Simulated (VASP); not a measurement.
Here is a VASP 6.6.1 calculation.

Contents of POSCAR:

```
Li2O
1.0
    0.0000000000      2.2863690217      2.2863690217
    2.2863690217      0.0000000000      2.2863690217
    2.2863690217      2.2863690217      0.0000000000
Li O
2 1
Direct
    0.2500000000      0.2500000000      0.2500000000
    0.7500000000      0.7500000000      0.7500000000
    0.0000000000      0.0000000000      0.0000000000
```

INCAR.step1

```
SYSTEM = Li2O
  PREC = Accurate
  ENCUT = 500
  EDIFF = 1E-8
  ISMEAR = 0
  SIGMA = 0.01
  LREAL = .False.
  LASPH = .True.
  NELM = 100
  ALGO = Normal
  LWAVE = .True.
  LCHARG = .False.
  GGA = PE
```

INCAR.step2

```
SYSTEM = Li2O
  PREC = Accurate
  ENCUT = 500
  EDIFF = 1E-8
  ISMEAR = 0
  SIGMA = 0.01
  LREAL = .False.
  LASPH = .True.
  NELM = 1
  ALGO = Exact
  LWAVE = .True.
  LCHARG = .False.
  GGA = PE
  NBANDS = 64
  LOPTICS = .True.
  ISTART = 1
```

File INCAR.step3:

```
SYSTEM = Li2O
  PREC = Accurate
  ENCUT = 500
  EDIFF = 1E-8
  ISMEAR = 0
  SIGMA = 0.01
  LREAL = .False.
  LASPH = .True.
  ALGO = EVGW0
  LWAVE = .False.
  LCHARG = .False.
  GGA = PE
  NELMGW = 1
  NBANDS = 64
  ENCUTGW = 80.0
  NOMEGA = 48
  PRECFOCK = Fast
  ISTART = 1
  NBANDSGW = 12
```

KPOINTS

```
Automatic mesh
0
Gamma
  4 4 4
  0 0 0
```

Potentials or basis: VASP PAW PBE potentials, release 64 (Li_GW, O_GW).

The run is started by

```console
$ cat potpaw_PBE.64/Li_GW/POTCAR potpaw_PBE.64/O_GW/POTCAR > POTCAR
$ cp INCAR.step1 INCAR
$ mpirun -np 1 vasp_std > vasp.out
$ cp INCAR.step2 INCAR
$ mpirun -np 1 vasp_std > vasp.out
$ cp INCAR.step3 INCAR
$ mpirun -np 1 vasp_std > vasp.out
```

(1) What does it give for the quasiparticle gap?

(2) Estimate the least direct quasiparticle gap.

(3) Estimate the band gap on the k mesh, mean-field level.

## Answers

(1) 7.15 eV.

(2) 7.68 eV.

(3) 5.04 eV, indirect (least direct gap 5.50 eV).

Caveat: the k points lie up to 0.59 Å⁻¹ apart; bands, screening cutoff and mesh are small and nothing is extrapolated, so the quasiparticle values aren't converged.
